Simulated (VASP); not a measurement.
# Be6S (R-3) in VASP: a series of runs

The runs below take Be6S through single point, relaxation of cell and atoms, with PBE.

All numbers are computed with VASP 6.6.1; they aren't measurements. Logs are shortened: lines on timing, memory, paths and dates and some standing lists are left out, and cuts for length are marked.

## Step 1: The cell of the first run

Symmetry: R-3, No. 148, trigonal system. The conventional cell has a = 3.867 Å, b = 3.867 Å, c = 16.934 Å, α = 90.00°, β = 90.00°, γ = 120.00°. Be (site symmetry 1) has 9 Be at 2.23 to 2.24 Å and 1 S at 2.31 Å within 2.9 Å. Within 3.1 Å of S (site symmetry -3) lie 6 Be at 2.31 Å.

## Step 2: Single point, PBE

Input file INCAR:

```
SYSTEM = Be6S
PREC = Accurate ; ENCUT = 520
EDIFF = 1E-6 ; ISMEAR = 0
SIGMA = 0.2 ; LREAL = .False.
LASPH = .True. ; NELM = 60
ALGO = Normal ; ISIF = 2
LWAVE = .False. ; LCHARG = .False.
GGA = PE ; NBANDS = 18
```

Input file KPOINTS:

```
regular mesh
0
Gamma
  5 5 5
  0 0 0
```

Input file POSCAR:

```
Be6S
1.0
    1.9336930605      1.1164182090      5.6446744819
   -1.9336930605      1.1164182090      5.6446744819
    0.0000000000     -2.2328364181      5.6446744819
Be S
6 1
Direct
    0.4474865648      0.1133203073      0.7777752889
    0.1133203073      0.7777752889      0.4474865648
    0.2222247111      0.5525134352      0.8866796927
    0.8866796927      0.2222247111      0.5525134352
    0.5525134352      0.8866796927      0.2222247111
    0.7777752889      0.4474865648      0.1133203073
    0.0000000000      0.0000000000      0.0000000000
```

Potentials or basis: VASP PAW PBE potentials, release 64 (Be, S).

Started as:

```sh
> cat potpaw_PBE.64/Be/POTCAR potpaw_PBE.64/S/POTCAR > POTCAR
> mpirun -np 1 vasp_std > vasp.out
```

OUTCAR:

```text
SYSTEM = Be6S
   PREC = Accurate
   ENCUT = 520
   EDIFF = 1E-6
   ISMEAR = 0
   LREAL = .False.
   LASPH = .True.
   NELM = 60
   ISIF = 2
   GGA = PE

 ion  position               nearest neighbor table
   1  0.447  0.113  0.778-   2 2.23   6 2.23   3 2.23   4 2.23   2 2.23   6 2.23   5 2.24   6 2.24
                             2 2.24   7 2.31
   2  0.113  0.778  0.447-   1 2.23   6 2.23   5 2.23   3 2.23   1 2.23   6 2.23   4 2.24   6 2.24
                             1 2.24   7 2.31
   3  0.222  0.553  0.887-   4 2.23   5 2.23   1 2.23   2 2.23   5 2.23   4 2.23   6 2.24   4 2.24
                             5 2.24   7 2.31
   4  0.887  0.222  0.553-   5 2.23   3 2.23   1 2.23   6 2.23   5 2.23   3 2.23   2 2.24   3 2.24
                             5 2.24   7 2.31
   5  0.553  0.887  0.222-   4 2.23   3 2.23   6 2.23   2 2.23   4 2.23   3 2.23   1 2.24   3 2.24
                             4 2.24   7 2.31
   6  0.778  0.447  0.113-   2 2.23   1 2.23   5 2.23   4 2.23   1 2.23   2 2.23   3 2.24   2 2.24
                             1 2.24   7 2.31
   7  0.000  0.000  0.000-   3 2.31   6 2.31   5 2.31   1 2.31   2 2.31   4 2.31

  LATTYP: Found a trigonal (rhomboedric) cell.
 ALAT       =     6.0702478101
 COS(alpha) =     0.7970485161

  Lattice vectors:

 A1 = (   1.9336930605,   1.1164182090,   5.6446744819)
 A2 = (  -1.9336930605,   1.1164182090,   5.6446744819)
 A3 = (   0.0000000000,  -2.2328364181,   5.6446744819)

Analysis of symmetry for initial positions (statically):
=====================================================================
 Subroutine PRICEL returns:
 Original cell was already a primitive cell.

 Routine SETGRP: Setting up the symmetry group for a
 trigonal (rhombohedral) supercell.

 Subroutine GETGRP returns: Found  6 space group operations
 (whereof  6 operations were pure point group operations)
 out of a pool of 12 trial point group operations.

The static configuration has the point symmetry S_6 .

Analysis of symmetry for dynamics (positions and initial velocities):
=====================================================================
 Subroutine PRICEL returns:
 Original cell was already a primitive cell.

 Routine SETGRP: Setting up the symmetry group for a
 trigonal (rhombohedral) supercell.

 Subroutine GETGRP returns: Found  6 space group operations
 (whereof  6 operations were pure point group operations)
 out of a pool of 12 trial point group operations.

The dynamic configuration has the point symmetry S_6 .

 Subroutine INISYM returns: Found  6 space group operations
 (whereof  6 operations are pure point group operations),
 and found     1 'primitive' translations

----------------------------------------------------------------------------------------

                                     Primitive cell

  volume of cell :      73.1147

  direct lattice vectors                    reciprocal lattice vectors
     1.933693061  1.116418209  5.644674482     0.258572578  0.149286948  0.059052711
    -1.933693061  1.116418209  5.644674482    -0.258572578  0.149286948  0.059052711
     0.000000000 -2.232836418  5.644674482     0.000000000 -0.298573895  0.059052711

  length of vectors
     6.070247810  6.070247810  6.070247810     0.304357674  0.304357674  0.304357674

  position of ions in fractional coordinates (direct lattice)
     0.447486565  0.113320307  0.777775289
     0.113320307  0.777775289  0.447486565
     0.222224711  0.552513435  0.886679693
     0.886679693  0.222224711  0.552513435
     0.552513435  0.886679693  0.222224711
     0.777775289  0.447486565  0.113320307
     0.000000000  0.000000000  0.000000000

  ion indices of the primitive-cell ions
   primitive index   ion index
                 1           1
                 2           2
                 3           3
                 4           4
                 5           5
                 6           6
                 7           7

----------------------------------------------------------------------------------------

 KPOINTS: regular mesh

Automatic generation of k-mesh.
 Grid dimensions read from file:
 generate k-points for:    5    5    5

 Generating k-lattice:

  Cartesian coordinates                     Fractional coordinates (reciprocal lattice)
     0.051714516  0.029857390  0.011810542     0.200000000 -0.000000000 -0.000000000
    -0.051714516  0.029857390  0.011810542    -0.000000000  0.200000000 -0.000000000
     0.000000000 -0.059714779  0.011810542    -0.000000000 -0.000000000  0.200000000

  Length of vectors
     0.060871535  0.060871535  0.060871535

  Shift w.r.t. Gamma in fractional coordinates (k-lattice)
     0.000000000  0.000000000  0.000000000

 Subroutine IBZKPT returns following result:
 ===========================================

 Found     23 irreducible k-points:

 Following reciprocal coordinates:
            Coordinates               Weight
  0.000000  0.000000  0.000000      1.000000
  0.200000 -0.000000  0.000000      6.000000
  0.400000 -0.000000  0.000000      6.000000
  0.200000  0.200000  0.000000      6.000000
  0.400000  0.200000  0.000000      6.000000
 -0.400000  0.000000 -0.200000      6.000000
[... 15 lines left out ...]
  0.400000  0.400000  0.400000      2.000000
 -0.400000  0.400000  0.400000      6.000000
   k-points           NKPTS =     23   k-points in BZ     NKDIM =     23   number of bands    NBANDS=     18
   number of dos      NEDOS =    301   number of ions     NIONS =      7
   total plane-waves  NPLWV = 110592
   dimension x,y,z NGX =    48 NGY =   48 NGZ =   48
   dimension x,y,z NGXF=    96 NGYF=   96 NGZF=   96
   ions per type =               6   1
   NGX,Y,Z   is equivalent  to a cutoff of  13.15, 13.15, 13.15 a.u.
   NGXF,Y,Z  is equivalent  to a cutoff of  26.29, 26.29, 26.29 a.u.
 SYSTEM =  Be6S
   PREC   = accura    normal or accurate (medium, high low for compatibility)
   ISTART =      0    job   : 0-new  1-cont  2-samecut
   ICHARG =      2    charge: 1-file 2-atom 10-const
   ISPIN  =      1    spin polarized calculation?
   LNONCOLLINEAR =      F non collinear calculations
   LSORBIT =      F    spin-orbit coupling
   LASPH  =      T    aspherical Exc in radial PAW
   ENCUT  =  520.0 eV  38.22 Ry    6.18 a.u.  11.29 11.29 11.29*2*pi/ulx,y,z
   NELM   =     60;   NELMIN=  2; NELMDL= -5     # of ELM steps
   EDIFF  = 0.1E-05   stopping-criterion for ELM
   LREAL  =      F    real-space projection
   EDIFFG = 0.1E-04   stopping-criterion for IOM
   NSW    =      0    number of steps for IOM
   IBRION =     -1    ionic relax: 0-MD 1-quasi-New 2-CG
   NFREE  =      0    steps in history (QN), initial steepest desc. (CG)
   ISIF   =      2    stress and relaxation
   ISYM   =      2    0-nonsym 1-usesym 2-fastsym
   POTIM  = 0.5000    time-step for ionic-motion
   TEBEG  =    0.0;   TEEND  =   0.0 temperature during run
   PSTRESS=    0.0 pullay stress
   NELECT =      18.0000    total number of electrons
   NUPDOWN=      -1.0000    fix difference up-down
   EMIN   =  10.00;   EMAX   =-10.00  energy-range for DOS
   EFERMI =   0.00;   METHOD = LEGACY
   ISMEAR =     0;   SIGMA  =   0.20  broadening in eV -4-tet -1-fermi 0-gaus
   EFERMI_NEDOS =   21; number of points for ismear=-14 and -15
   IALGO  =     38    algorithm
   IMIX   =      4    mixing-type and parameters
     AMIX     =   0.40;   BMIX     =  1.00
     AMIX_MAG =   1.60;   BMIX_MAG =  1.00
  volume/ion in A,a.u.               =      10.44        70.49
  Fermi-wavevector in a.u.,A,eV,Ry     =   1.026040  1.938934 14.323633  1.052757
  Thomas-Fermi vector in A             =   2.159912
   LORBIT       =      0    0 simple, 1 ext, 2 COOP (PROOUT), +10 PAW based schemes
   GGA     = PE    functional components
   LHFCALC =     F    Hartree Fock is set to
   AEXX    =    0.0000 exact exchange contribution
   IVDW    =     0    specifies the selected vdW correction
   LEPSILON=     F    determine dielectric tensor
   LRPA    =     F    only Hartree local field effects (RPA)
 non-spin polarized calculation
 Gauss-broadening in eV      SIGMA  =   0.20
  energy-cutoff  :      520.00
  volume of cell :       73.11
 maximum number of plane-waves:      1985
 NGX is ok and might be reduce to    48
   NGX = 23   NGY = 23   NGZ = 23

 number of electron      18.0000000 magnetization

 Free energy of the ion-electron system (eV)
  ---------------------------------------------------
  ext. energy  EPLUGINS =         0.00000000
  ---------------------------------------------------
  free energy    TOTEN  =       -25.35302495 eV

  energy without entropy =      -25.30440172  energy(sigma->0) =      -25.32871333

 E-fermi :   5.5091     XC(G=0): -10.0149

 val. band max:        5.4937246279   @ k =   0.4000   0.2000   0.0000
 cond. band min:       5.5174731298   @ k =  -0.4000   0.4000   0.4000
 fundamental gap:      0.0237485019
 Fermi energy:         5.5091492167

 k-point     1 :       0.0000    0.0000    0.0000
  band No.  band energies     occupation
      1      -8.7446      2.00000
      2      -3.4476      2.00000
      3      -2.1511      2.00000
      4       2.6810      2.00000
      5       2.6810      2.00000
      6       4.3261      2.00000
[... 10 lines left out ...]
     17      10.9938      0.00000
     18      13.5567      0.00000

 k-point     2 :       0.2000   -0.0000    0.0000
  band No.  band energies     occupation
      1      -8.5607      2.00000
      2      -3.2041      2.00000
      3      -1.7881      2.00000
      4       1.1383      2.00000
      5       2.2620      2.00000
      6       2.4957      2.00000
[... 10 lines left out ...]
     17      11.6216      0.00000
     18      13.0059      0.00000
[... 421 lines left out ...]
 k-point    23 :      -0.4000    0.4000    0.4000
  band No.  band energies     occupation
      1      -8.5068      2.00000
      2      -4.0815      2.00000
      3       0.1729      2.00000
      4       0.7423      2.00000
      5       2.3469      2.00000
      6       2.6226      2.00000
[... 10 lines left out ...]
     17      12.4376      0.00000
     18      12.9186      0.00000

------------------------ aborting loop because EDIFF is reached ----------------------------------------

  FORCE on cell =-STRESS in cart. coord.  units (eV):
  Direction    XX          YY          ZZ          XY          YZ          ZX
  --------------------------------------------------------------------------------------
  -------------------------------------------------------------------------------------
  Total       -0.1458301     -0.1458301     -0.2893193      0.0000000      0.0000000     -0.0000000
  in kB       -3.1956056     -3.1956056     -6.3399136      0.0000007      0.0000000     -0.0000000
  external PRESSURE =      -4.2437083 kB  Pullay stress =       0.0000000 kB

 VOLUME and BASIS-vectors are now :
 -----------------------------------------------------------------------------
  energy-cutoff  :      520.00
  volume of cell :       73.11
      direct lattice vectors                 reciprocal lattice vectors
     1.933693061  1.116418209  5.644674482     0.258572578  0.149286948  0.059052711
    -1.933693061  1.116418209  5.644674482    -0.258572578  0.149286948  0.059052711
     0.000000000 -2.232836418  5.644674482     0.000000000 -0.298573895  0.059052711

 POSITION                                       TOTAL-FORCE (eV/Angst)
 -----------------------------------------------------------------------------------
      0.64617     -1.11055      7.55586        -0.025187     -0.028430     -0.061167
     -1.28485     -0.00433      7.55586        -0.012027      0.036027     -0.061167
     -0.63868     -1.11488      9.37816        -0.037214      0.007598      0.061167
      1.28485      0.00433      9.37816         0.012027     -0.036027      0.061167
     -0.64617      1.11055      9.37816         0.025187      0.028430      0.061167
      0.63868      1.11488      7.55586         0.037214     -0.007598     -0.061167
      0.00000      0.00000      0.00000         0.000000     -0.000000      0.000000
 -----------------------------------------------------------------------------------
    total drift:                               -0.000000      0.000000     -0.000000

  FREE ENERGIE OF THE ION-ELECTRON SYSTEM (eV)
  ---------------------------------------------------
  free  energy   TOTEN  =       -25.3530249505 eV

  energy  without entropy=      -25.3044017170  energy(sigma->0) =      -25.32871333
```

Run time: 33 s. Hardware: 1 thread of Intel Xeon 6975P-C (Granite Rapids), shared host; peak memory 0.29 GiB.

What came out:

```yaml
Free_energy: -25.3530 eV
Pressure: -0.4 GPa
Largest_force: 0.072 eV/Å
Band_gap_on_the_k_mesh: zero (band 9 reaches 6.05 eV, above the bottom of band 10 at 5.19 eV)
```

Forces in eV/Å, atoms in the order of the input:
```
Be  -0.025 -0.028 -0.061
Be  -0.012  0.036 -0.061
Be  -0.037  0.008  0.061
Be   0.012 -0.036  0.061
Be   0.025  0.028  0.061
Be   0.037 -0.008 -0.061
S    0.000  0.000  0.000
```

Caveat: the k points lie up to 0.38 Å⁻¹ apart.

## Step 3: Relaxation of cell and atoms, PBE

This run uses another cell than the first one, of 9.23 Å³/atom, 0.884 times its volume.

Input file INCAR:

```
ALGO = Normal ; EDIFF = 1E-6
EDIFFG = -0.08 ; ENCUT = 600
GGA = PE ; IBRION = 2
ISIF = 3 ; ISMEAR = 0
LASPH = True ; LCHARG = False
LREAL = False ; LWAVE = False
NELM = 60 ; NSW = 36
PREC = Accurate ; SIGMA = 0.2
```

Input file KPOINTS:

```
k-points
0
Gamma
  5 5 5
```

Input file POSCAR:

```
Be6S
1.0
    2.1666756600      1.2509307800      3.9746948800
   -2.1666756600      1.2509307800      3.9746948800
    0.0000000000     -2.5018615600      3.9746948800
Be S
6 1
Direct
    0.3717887400      0.0843647100      0.7741449600
    0.0843647100      0.7741449600      0.3717887400
    0.2258550400      0.6282112600      0.9156352900
    0.9156352900      0.2258550400      0.6282112600
    0.6282112600      0.9156352900      0.2258550400
    0.7741449600      0.3717887400      0.0843647100
    0.0000000000      0.0000000000      0.0000000000
```

Potentials or basis: VASP PAW PBE potentials, release 64 (Be, S).

Started as:

```sh
> cat potpaw_PBE.64/Be/POTCAR potpaw_PBE.64/S/POTCAR > POTCAR
> mpirun -np 1 vasp_std > vasp.out
```

It took 3.4 min on 1 thread of Intel Xeon 6975P-C (Granite Rapids), shared host; peak memory 0.24 GiB.

It converged, with:

```yaml
Free_energy: -25.3517 eV
Relaxed_volume: 10.40 Å³/atom
Relaxed_cell: a = 6.067 Å, b = 6.067 Å, c = 6.067 Å, α = 37.10°, β = 37.10°, γ = 37.10°
Space_group_after_relaxing_to_0.05_Å: R-3 (No. 148)
Energy_gained_by_relaxing: 2078.5 meV/atom
Ionic_steps: 19
Pressure_after_relaxing: -0.2 GPa
Largest_force_after_relaxing: 0.021 eV/Å
Band_gap_on_the_k_mesh: zero (band 9 reaches 6.11 eV, above the bottom of band 10 at 5.22 eV)
```

Forces in eV/Å, atoms in the order of the input:
```
Be  -0.004  0.005  0.020
Be   0.007  0.001  0.020
Be   0.003  0.006 -0.020
Be  -0.007 -0.001 -0.020
Be   0.004 -0.005 -0.020
Be  -0.003 -0.006  0.020
S    0.000  0.000  0.000
```

Stress tensor (GPa, compression positive):
```
-0.04  0.00  0.00
 0.00 -0.04  0.00
 0.00  0.00 -0.37
```

The path:
```tsv
step	energy change (eV)	largest force (eV/Å)	pressure (GPa)	volume (Å³)
1	0.0000	11.1782	73.02	64.64
2	-9.1440	0.5289	-16.11	112.53
3	-11.5514	0.5697	-9.38	88.25
4	-11.5652	0.6415	-8.81	87.56
5	-11.5724	0.8113	-7.47	86.10
6	-11.9685	0.6420	-3.60	80.23
7	-12.1673	0.3842	3.26	73.37
8	-12.4070	0.2936	2.42	72.92
9	-12.7410	0.8900	4.16	70.89
10	-13.0050	0.8868	1.99	72.34
11	-13.2009	1.7958	-0.26	75.86
12	-13.2738	1.2909	-0.17	74.50
13	-13.7065	1.2607	-1.90	75.65
14	-14.1012	0.8228	-3.73	77.72
15	-14.1059	0.9642	-3.77	77.36
16	-14.4688	0.1274	-1.76	74.56
17	-14.4859	0.1256	-0.87	73.85
18	-14.5433	0.0377	-0.41	73.11
19	-14.5496	0.0210	-0.15	72.80
```

Final structure:
```
Be S
1.0
     1.92985    1.11420    5.64268
    -1.92985    1.11420    5.64268
     0.00000   -2.22840    5.64268
Be S
6 1
Direct
  0.44622 0.11277 0.77772
  0.11277 0.77772 0.44622
  0.22228 0.55378 0.88723
  0.88723 0.22228 0.55378
  0.55378 0.88723 0.22228
  0.77772 0.44622 0.11277
  0.00000 0.00000 0.00000
```

Levels at points of the mesh, in eV from the Fermi level:
```csv
k point,band 7,band 8,band 9,band 10,band 11,band 12
"(0.00, 0.00, 0.00)",-0.76,0.12,0.12,0.50,1.02,1.02
```

Caveat: the relaxation stopped at a loose force limit of 0.08 eV/Å, so its end isn't a converged minimum.
